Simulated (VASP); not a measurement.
Set up this calculation in VASP 6.6.1, as the native input.

* Task: single point
* Functional: PBE
* Potentials or basis: VASP PAW PBE potentials, release 64 (Pb_d, O)
* Cutoff: 600 eV
* k mesh: 4 × 4 × 4
* Occupations: gaussian, width 0.1 eV
* Spin: no spin polarisation
* Dipole correction: no
* Further INCAR settings: ALGO = Normal; EDIFF = 1e-06; NBANDS = 39

The structure of Pb4O lies in POSCAR:

```
Pb4O
1.0
    4.2551218500      0.0000000000      0.0000000000
    0.0000000000      4.2551218500      0.0000000000
    0.0000000000      0.0000000000      6.0176510300
Pb O
4 1
Direct
    0.5000000000      0.0000000000      0.2500000000
    0.0000000000      0.5000000000      0.7500000000
    0.5000000000      0.0000000000      0.7500000000
    0.0000000000      0.5000000000      0.2500000000
    0.0000000000      0.0000000000      0.0000000000
```

The input as run:

INCAR

```
ALGO     = Normal         # electronic algorithm
EDIFF    = 1E-6           # SCF threshold, eV
ENCUT    = 600            # plane-wave cutoff, eV
GGA      = PE             # functional
GGA_COMPAT= F            
ISIF     = 2              # what is computed and relaxed
ISMEAR   = 0              # smearing method
LASPH    = T              # aspherical terms in the spheres
LCHARG   = T              # write CHGCAR
LELF     = T              # ELF
LREAL    = F              # projectors in reciprocal space
LVHAR    = T            
LWAVE    = F              # write WAVECAR
NBANDS   = 39             # bands
NELM     = 120            # most SCF steps
PREC     = Accurate       # precision mode
SIGMA    = 0.1            # smearing width, eV
```

KPOINTS

```
k-points
0
Gamma
  4 4 4
```

Potentials or basis: VASP PAW PBE potentials, release 64 (Pb_d, O).

The run is started by

```bash
$ cat potpaw_PBE.64/Pb_d/POTCAR potpaw_PBE.64/O/POTCAR > POTCAR
$ mpirun -np 1 vasp_std > vasp.out
```

It gave:

The pressure is 20.6 GPa, the largest force is 0.325 eV/Å and the band gap on the k mesh is zero (band 31 reaches 10.47 eV, above the bottom of band 32 at 8.40 eV).

Caveat: the k points lie up to 0.37 Å⁻¹ apart; spin-orbit coupling is left out, which moves the levels of the heavy elements.

Run time: 87 s on 1 thread of Intel(R) Xeon(R) Platinum 8124M CPU @ 3.00GHz (Skylake/Cascade Lake), on a shared host, peak memory 0.27 GiB.
